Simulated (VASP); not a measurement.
# AlRu (P4/mmm) in VASP: notebook

Runs on AlRu. Level: PBE. Tasks: single point.

Program: VASP 6.6.1. These are calculated values, not measurements. Logs are shortened: lines on timing, memory, paths and dates and some standing lists are left out, and cuts for length are marked.

**1. The cell of the first run**

It takes space group P4/mmm (No. 123, tetragonal). The conventional cell has a = 2.947 Å, b = 2.947 Å, c = 2.992 Å, α = 90.00°, β = 90.00°, γ = 90.00°. Al (site symmetry 4/mmm) has 8 Ru at 2.56 Å and 6 Al at 2.95 to 2.99 Å within 3.4 Å. Within 3.4 Å of Ru (site symmetry 4/mmm) lie 8 Al at 2.56 Å and 6 Ru at 2.95 to 2.99 Å.

**2. Single point, PBE (strain -0.015 along x and y, +0.000 along z)**

Contents of INCAR:

```
ALGO = Fast
EDIFF = 1E-7
ENCUT = 520
GGA = PE
ISIF = 2
ISMEAR = 0
LASPH = True
LCHARG = False
LREAL = False
LWAVE = False
NBANDS = 16
NELM = 60
PREC = Accurate
SIGMA = 0.15
```

Contents of KPOINTS:

```
k-points
0
Gamma
  16 16 16
```

Contents of POSCAR:

```
AlRu
1.0
    2.9467260000      0.0000000000      0.0000000000
    0.0000000000      2.9467260000      0.0000000000
    0.0000000000      0.0000000000      2.9916000000
Al Ru
1 1
Direct
    0.0000000000      0.0000000000      0.0000000000
    0.5000000000      0.5000000000      0.5000000000
```

Potentials or basis: VASP PAW PBE potentials, release 64 (Al, Ru_pv).

Launch:

```console
$ cat potpaw_PBE.64/Al/POTCAR potpaw_PBE.64/Ru_pv/POTCAR > POTCAR
$ mpirun -np 1 vasp_std > vasp.out
```

OUTCAR:

```text
EDIFF = 1E-7
   ENCUT = 520
   GGA = PE
   ISIF = 2
   ISMEAR = 0
   LASPH = True
   LREAL = False
   NELM = 60
   PREC = Accurate

 ion  position               nearest neighbor table
   1  0.000  0.000  0.000-   2 2.56   2 2.56   2 2.56   2 2.56   2 2.56   2 2.56   2 2.56   2 2.56

   2  0.500  0.500  0.500-   1 2.56   1 2.56   1 2.56   1 2.56   1 2.56   1 2.56   1 2.56   1 2.56

  LATTYP: Found a simple tetragonal cell.
 ALAT       =     2.9467260000
 C/A-ratio  =     1.0152284264

  Lattice vectors:

 A1 = (   2.9467260000,   0.0000000000,   0.0000000000)
 A2 = (   0.0000000000,   2.9467260000,   0.0000000000)
 A3 = (   0.0000000000,   0.0000000000,   2.9916000000)

Analysis of symmetry for initial positions (statically):
=====================================================================
 Subroutine PRICEL returns:
 Original cell was already a primitive cell.

 Routine SETGRP: Setting up the symmetry group for a
 simple tetragonal supercell.

 Subroutine GETGRP returns: Found 16 space group operations
 (whereof 16 operations were pure point group operations)
 out of a pool of 16 trial point group operations.

The static configuration has the point symmetry D_4h.

Analysis of symmetry for dynamics (positions and initial velocities):
=====================================================================
 Subroutine PRICEL returns:
 Original cell was already a primitive cell.

 Routine SETGRP: Setting up the symmetry group for a
 simple tetragonal supercell.

 Subroutine GETGRP returns: Found 16 space group operations
 (whereof 16 operations were pure point group operations)
 out of a pool of 16 trial point group operations.

The dynamic configuration has the point symmetry D_4h.

 Subroutine INISYM returns: Found 16 space group operations
 (whereof 16 operations are pure point group operations),
 and found     1 'primitive' translations

----------------------------------------------------------------------------------------

                                     Primitive cell

  volume of cell :      25.9766

  direct lattice vectors                    reciprocal lattice vectors
     2.946726000  0.000000000  0.000000000     0.339359683  0.000000000  0.000000000
     0.000000000  2.946726000  0.000000000     0.000000000  0.339359683  0.000000000
     0.000000000  0.000000000  2.991600000     0.000000000  0.000000000  0.334269287

  length of vectors
     2.946726000  2.946726000  2.991600000     0.339359683  0.339359683  0.334269287
[... 76 lines left out ...]
   LNONCOLLINEAR =      F non collinear calculations
   LSORBIT =      F    spin-orbit coupling
   LASPH  =      T    aspherical Exc in radial PAW
   ENCUT  =  520.0 eV  38.22 Ry    6.18 a.u.   5.48  5.48  5.56*2*pi/ulx,y,z
   NELM   =     60;   NELMIN=  2; NELMDL= -5     # of ELM steps
   EDIFF  = 0.1E-06   stopping-criterion for ELM
   LREAL  =      F    real-space projection
   EDIFFG = 0.1E-05   stopping-criterion for IOM
   NSW    =      0    number of steps for IOM
   IBRION =     -1    ionic relax: 0-MD 1-quasi-New 2-CG
   NFREE  =      0    steps in history (QN), initial steepest desc. (CG)
   ISIF   =      2    stress and relaxation
   ISYM   =      2    0-nonsym 1-usesym 2-fastsym
   POTIM  = 0.5000    time-step for ionic-motion
   TEBEG  =    0.0;   TEEND  =   0.0 temperature during run
   PSTRESS=    0.0 pullay stress
   NELECT =      17.0000    total number of electrons
   NUPDOWN=      -1.0000    fix difference up-down
   EMIN   =  10.00;   EMAX   =-10.00  energy-range for DOS
   EFERMI =   0.00;   METHOD = LEGACY
   ISMEAR =     0;   SIGMA  =   0.15  broadening in eV -4-tet -1-fermi 0-gaus
   EFERMI_NEDOS =   21; number of points for ismear=-14 and -15
   IALGO  =     68    algorithm
   IMIX   =      4    mixing-type and parameters
     AMIX     =   0.40;   BMIX     =  1.00
     AMIX_MAG =   1.60;   BMIX_MAG =  1.00
  volume/ion in A,a.u.               =      12.99        87.65
  Fermi-wavevector in a.u.,A,eV,Ry     =   1.421336  2.685936 27.486440  2.020196
  Thomas-Fermi vector in A             =   2.542157
   LORBIT       =      0    0 simple, 1 ext, 2 COOP (PROOUT), +10 PAW based schemes
   GGA     = PE    functional components
   LHFCALC =     F    Hartree Fock is set to
   AEXX    =    0.0000 exact exchange contribution
   IVDW    =     0    specifies the selected vdW correction
   LEPSILON=     F    determine dielectric tensor
   LRPA    =     F    only Hartree local field effects (RPA)
 non-spin polarized calculation
 RMM-DIIS sequential band-by-band and
 Gauss-broadening in eV      SIGMA  =   0.15
  energy-cutoff  :      520.00
  volume of cell :       25.98
 maximum number of plane-waves:       739
 NGX is ok and might be reduce to    24
   NGX = 11   NGY = 11   NGZ = 11

 number of electron      16.9999999 magnetization

 Free energy of the ion-electron system (eV)
  ---------------------------------------------------
  ext. energy  EPLUGINS =         0.00000000
  ---------------------------------------------------
  free energy    TOTEN  =       -14.23210266 eV

  energy without entropy =      -14.21385540  energy(sigma->0) =      -14.22297903

 E-fermi :  11.1678     XC(G=0): -12.7216

 val. band max:       11.1670755937   @ k =   0.4375   0.1250   0.0625
 cond. band min:      11.1713223760   @ k =   0.5000   0.4375   0.1250
 fundamental gap:      0.0042467823
 Fermi energy:        11.1678062951

 k-point     1 :       0.0000    0.0000    0.0000
  band No.  band energies     occupation
      1     -30.6365      2.00000
      2     -30.6172      2.00000
      3     -30.6172      2.00000
      4       1.2968      2.00000
      5       7.4118      2.00000
      6       7.4196      2.00000
[... 433 lines left out ...]
      3     -30.6118      2.00000
      4       5.5075      2.00000
      5       5.5829      2.00000
      6       8.4568      2.00000
[... 8 lines left out ...]
     15      23.2737      0.00000
     16      23.7441      0.00000

 [... further k-points ...]
[... 5 lines left out ...]
  --------------------------------------------------------------------------------------
  -------------------------------------------------------------------------------------
  Total        1.7025364      1.7025364      1.2474387      0.0000000     -0.0000000      0.0000000
  in kB      105.0083813    105.0083813     76.9390400      0.0000000     -0.0000000      0.0000000
  external PRESSURE =      95.6519342 kB  Pullay stress =       0.0000000 kB

 VOLUME and BASIS-vectors are now :
 -----------------------------------------------------------------------------
  energy-cutoff  :      520.00
  volume of cell :       25.98
      direct lattice vectors                 reciprocal lattice vectors
     2.946726000  0.000000000  0.000000000     0.339359683  0.000000000  0.000000000
     0.000000000  2.946726000  0.000000000     0.000000000  0.339359683  0.000000000
     0.000000000  0.000000000  2.991600000     0.000000000  0.000000000  0.334269287

 POSITION                                       TOTAL-FORCE (eV/Angst)
 -----------------------------------------------------------------------------------
      0.00000      0.00000      0.00000         0.000000      0.000000      0.000000
      1.47336      1.47336      1.49580         0.000000      0.000000      0.000000
 -----------------------------------------------------------------------------------
    total drift:                                0.000000     -0.000000     -0.000000

  FREE ENERGIE OF THE ION-ELECTRON SYSTEM (eV)
  ---------------------------------------------------
  free  energy   TOTEN  =       -14.2321026573 eV

  energy  without entropy=      -14.2138554010  energy(sigma->0) =      -14.22297903
```

OSZICAR:

```text
N       E                     dE             d eps       ncg     rms          rms(c)
DAV:   1     0.117416420218E+03    0.11742E+03   -0.91996E+03 13224   0.994E+02
DAV:   2    -0.130053382976E+02   -0.13042E+03   -0.12432E+03 15152   0.294E+02
DAV:   3    -0.148989918826E+02   -0.18937E+01   -0.18868E+01 17104   0.370E+01
DAV:   4    -0.149123037022E+02   -0.13312E-01   -0.13297E-01 15784   0.329E+00
DAV:   5    -0.149124886344E+02   -0.18493E-03   -0.18479E-03 15984   0.376E-01    0.131E+01
RMM:   6    -0.143082489631E+02    0.60424E+00   -0.19574E+00 13273   0.110E+01    0.248E+00
RMM:   7    -0.142461937697E+02    0.62055E-01   -0.11565E-01 13602   0.278E+00    0.214E+00
RMM:   8    -0.142322547433E+02    0.13939E-01   -0.14022E-02 14393   0.894E-01    0.185E-01
RMM:   9    -0.142321031458E+02    0.15160E-03   -0.10411E-03 14804   0.275E-01    0.125E-01
RMM:  10    -0.142321030095E+02    0.13632E-06   -0.13632E-04 15354   0.110E-01    0.201E-02
RMM:  11    -0.142321034208E+02   -0.41133E-06   -0.35893E-05 15344   0.532E-02    0.203E-02
RMM:  12    -0.142321024660E+02    0.95479E-06   -0.96797E-06 15928   0.274E-02    0.659E-03
RMM:  13    -0.142321027475E+02   -0.28144E-06   -0.17466E-06 15487   0.129E-02    0.300E-03
RMM:  14    -0.142321026443E+02    0.10317E-06   -0.72668E-07 14937   0.784E-03    0.300E-03
RMM:  15    -0.142321026573E+02   -0.13001E-07   -0.15066E-07 10691   0.365E-03
   1 F= -.14232103E+02 E0= -.14222979E+02  d E =-.182473E-01
```

stdout:

```text
POSCAR found type information on POSCAR AlRu
 POSCAR found :  2 types and       2 ions
 scaLAPACK will be used
 LDA part: xc-table for (Slater+PW92), standard interpolation
 POSCAR, INCAR and KPOINTS ok, starting setup
 FFT: planning ... GRIDC
 FFT: planning ... GRID_SOFT
 FFT: planning ... GRID
 WAVECAR not read
 entering main loop
```

It took 44 s on 1 thread of Intel Xeon 6975P-C (Granite Rapids), shared host; peak memory 0.27 GiB.

Results:

| Item | Value |
| --- | --- |
| Free energy | -14.2321 eV |
| Pressure | 9.6 GPa |

Stress tensor (GPa, compression positive):
```
10.50  0.00  0.00
 0.00 10.50  0.00
 0.00  0.00  7.69
```

Levels at points of the mesh, in eV from the Fermi level:
```tsv
k point	band 5	band 6	band 7	band 8	band 9	band 10	band 11	band 12	band 13	band 14
(0.00, 0.00, 0.00)	-3.76	-3.75	0.14	0.14	0.24	5.90	6.37	6.37	11.11	11.17
(0.50, 0.00, 0.00)	-5.50	-2.89	-1.81	-1.63	0.42	2.48	7.40	10.91	11.31	12.96
(0.50, 0.50, 0.00)	-3.16	-1.35	-1.35	-1.34	-1.34	1.66	5.64	6.60	10.58	12.11
(0.00, 0.00, 0.50)	-5.67	-2.96	-1.62	-1.62	0.48	2.21	7.42	11.31	11.31	13.14
(0.50, 0.00, 0.50)	-3.22	-1.49	-1.38	-1.22	-1.17	1.56	5.44	6.50	10.94	12.11
(0.50, 0.50, 0.50)	-4.81	-4.81	1.63	1.75	2.75	4.13	4.23	4.23	8.73	8.73
```

Caveat: the cell differs from its parent crystal (strain -0.015 along x and y, +0.000 along z).

**3. Single point, PBE (strain +0.000 along x and y, -0.015 along z)**

Contents of INCAR:

```
SYSTEM = AlRu
ALGO     = Fast           ! electronic algorithm
EDIFF    = 1E-7           ! SCF threshold, eV
ENCUT    = 520            ! plane-wave cutoff, eV
GGA      = PE             ! functional
ISIF     = 2              ! what is computed and relaxed
ISMEAR   = 0              ! smearing method
LASPH    = .True.         ! aspherical terms in the spheres
LCHARG   = .True.         ! write CHGCAR
LELF     = .True.         ! ELF
LREAL    = .False.        ! projectors in reciprocal space
LVHAR    = .True.       
LWAVE    = .False.        ! write WAVECAR
NBANDS   = 16             ! bands
NELM     = 80             ! most SCF steps
PREC     = Accurate       ! precision mode
SIGMA    = 0.15           ! smearing width, eV
```

Contents of KPOINTS:

```
k-points
0
Gamma
  16 16 16
  0 0 0
```

Contents of POSCAR:

```
AlRu
1.0
    2.9916000000      0.0000000000      0.0000000000
    0.0000000000      2.9916000000      0.0000000000
    0.0000000000      0.0000000000      2.9467260000
Al Ru
1 1
Direct
    0.0000000000      0.0000000000      0.0000000000
    0.5000000000      0.5000000000      0.5000000000
```

Potentials or basis: VASP PAW PBE potentials, release 64 (Al, Ru_pv).

Launch:

```console
$ cat potpaw_PBE.64/Al/POTCAR potpaw_PBE.64/Ru_pv/POTCAR > POTCAR
$ mpirun -np 1 vasp_std > vasp.out
```

OUTCAR:

```text
SYSTEM = AlRu
   EDIFF = 1E-7
   ENCUT = 520
   GGA = PE
   ISIF = 2
   ISMEAR = 0
   LASPH = .True.
   LREAL = .False.
   NELM = 80
   PREC = Accurate

 ion  position               nearest neighbor table
   1  0.000  0.000  0.000-   2 2.58   2 2.58   2 2.58   2 2.58   2 2.58   2 2.58   2 2.58   2 2.58

   2  0.500  0.500  0.500-   1 2.58   1 2.58   1 2.58   1 2.58   1 2.58   1 2.58   1 2.58   1 2.58

  LATTYP: Found a simple tetragonal cell.
 ALAT       =     2.9916000000
 C/A-ratio  =     0.9850000000

  Lattice vectors:

 A1 = (   2.9916000000,   0.0000000000,   0.0000000000)
 A2 = (   0.0000000000,   2.9916000000,   0.0000000000)
 A3 = (   0.0000000000,   0.0000000000,   2.9467260000)

Analysis of symmetry for initial positions (statically):
=====================================================================
 Subroutine PRICEL returns:
 Original cell was already a primitive cell.

 Routine SETGRP: Setting up the symmetry group for a
 simple tetragonal supercell.

 Subroutine GETGRP returns: Found 16 space group operations
 (whereof 16 operations were pure point group operations)
 out of a pool of 16 trial point group operations.

The static configuration has the point symmetry D_4h.

Analysis of symmetry for dynamics (positions and initial velocities):
=====================================================================
 Subroutine PRICEL returns:
 Original cell was already a primitive cell.

 Routine SETGRP: Setting up the symmetry group for a
 simple tetragonal supercell.

 Subroutine GETGRP returns: Found 16 space group operations
 (whereof 16 operations were pure point group operations)
 out of a pool of 16 trial point group operations.

The dynamic configuration has the point symmetry D_4h.

 Subroutine INISYM returns: Found 16 space group operations
 (whereof 16 operations are pure point group operations),
 and found     1 'primitive' translations

----------------------------------------------------------------------------------------

                                     Primitive cell

[... 112 lines left out ...]
  Fermi-wavevector in a.u.,A,eV,Ry     =   1.414194  2.672438 27.210884  1.999944
  Thomas-Fermi vector in A             =   2.535761
   LORBIT       =      0    0 simple, 1 ext, 2 COOP (PROOUT), +10 PAW based schemes
   GGA     = PE    functional components
   LHFCALC =     F    Hartree Fock is set to
   AEXX    =    0.0000 exact exchange contribution
   IVDW    =     0    specifies the selected vdW correction
   LEPSILON=     F    determine dielectric tensor
   LRPA    =     F    only Hartree local field effects (RPA)
 non-spin polarized calculation
 RMM-DIIS sequential band-by-band and
 Gauss-broadening in eV      SIGMA  =   0.15
  energy-cutoff  :      520.00
  volume of cell :       26.37
 maximum number of plane-waves:       739
 NGX is ok and might be reduce to    24
   NGX = 11   NGY = 11   NGZ = 11

 number of electron      16.9999997 magnetization

 Free energy of the ion-electron system (eV)
  ---------------------------------------------------
  ext. energy  EPLUGINS =         0.00000000
  ---------------------------------------------------
  free energy    TOTEN  =       -14.25136875 eV

  energy without entropy =      -14.23276925  energy(sigma->0) =      -14.24206900

 E-fermi :  10.9493     XC(G=0): -12.6435

 val. band max:       10.9424994167   @ k =   0.1250   0.0000   0.3125
 cond. band min:      10.9515969157   @ k =   0.0625   0.0000   0.0625
 fundamental gap:      0.0090974989
 Fermi energy:        10.9493340753

 k-point     1 :       0.0000    0.0000    0.0000
  band No.  band energies     occupation
      1     -30.8435      2.00000
      2     -30.8435      2.00000
      3     -30.8247      2.00000
      4       1.1682      2.00000
      5       7.2800      2.00000
      6       7.2852      2.00000
[... 433 lines left out ...]
      3     -30.8044      2.00000
      4       5.2895      2.00000
      5       5.3341      2.00000
      6       8.2398      2.00000
[... 8 lines left out ...]
     15      23.0582      0.00000
     16      23.6790      0.00000

 [... further k-points ...]

------------------------ aborting loop because EDIFF is reached ----------------------------------------

  FORCE on cell =-STRESS in cart. coord.  units (eV):
  Direction    XX          YY          ZZ          XY          YZ          ZX
  --------------------------------------------------------------------------------------
  -------------------------------------------------------------------------------------
  Total        0.8303096      0.8303096      1.2858144      0.0000000      0.0000000      0.0000000
  in kB       50.4433404     50.4433404     78.1163700      0.0000000      0.0000000      0.0000000
  external PRESSURE =      59.6676836 kB  Pullay stress =       0.0000000 kB

 VOLUME and BASIS-vectors are now :
 -----------------------------------------------------------------------------
  energy-cutoff  :      520.00
  volume of cell :       26.37
      direct lattice vectors                 reciprocal lattice vectors
     2.991600000  0.000000000  0.000000000     0.334269287  0.000000000  0.000000000
     0.000000000  2.991600000  0.000000000     0.000000000  0.334269287  0.000000000
     0.000000000  0.000000000  2.946726000     0.000000000  0.000000000  0.339359683

 POSITION                                       TOTAL-FORCE (eV/Angst)
 -----------------------------------------------------------------------------------
      0.00000      0.00000      0.00000         0.000000      0.000000      0.000000
      1.49580      1.49580      1.47336         0.000000      0.000000      0.000000
 -----------------------------------------------------------------------------------
    total drift:                                0.000000     -0.000000     -0.000000

  FREE ENERGIE OF THE ION-ELECTRON SYSTEM (eV)
  ---------------------------------------------------
  free  energy   TOTEN  =       -14.2513687501 eV

  energy  without entropy=      -14.2327692522  energy(sigma->0) =      -14.24206900
```

Run time: 52 s. Hardware: 1 thread of Intel Xeon 6975P-C (Granite Rapids), shared host; peak memory 0.27 GiB.

Results:

| Property | Result |
| --- | --- |
| Free energy | -14.2514 eV |
| Pressure | 6.0 GPa |

Levels at points of the mesh, in eV from the Fermi level:
```
           k point  band 7  band 8  band 9  band 10  band 11  band 12
(0.00, 0.00, 0.00)    0.10    0.20    0.20     5.98     5.98     6.45
(0.50, 0.00, 0.00)   -1.71   -1.53    0.45     2.24     7.42    10.96
(0.50, 0.50, 0.00)   -1.45   -1.12   -1.12     1.49     5.26     6.31
(0.00, 0.00, 0.50)   -1.72   -1.72    0.38     2.51     7.41    10.97
(0.50, 0.00, 0.50)   -1.31   -1.28   -1.23     1.59     5.47     6.40
(0.50, 0.50, 0.50)    1.60    1.71    2.65     4.12     4.12     4.22
```

Caveat: the cell differs from its parent crystal (strain +0.000 along x and y, -0.015 along z).

(Part 1 of 2 ends here.)
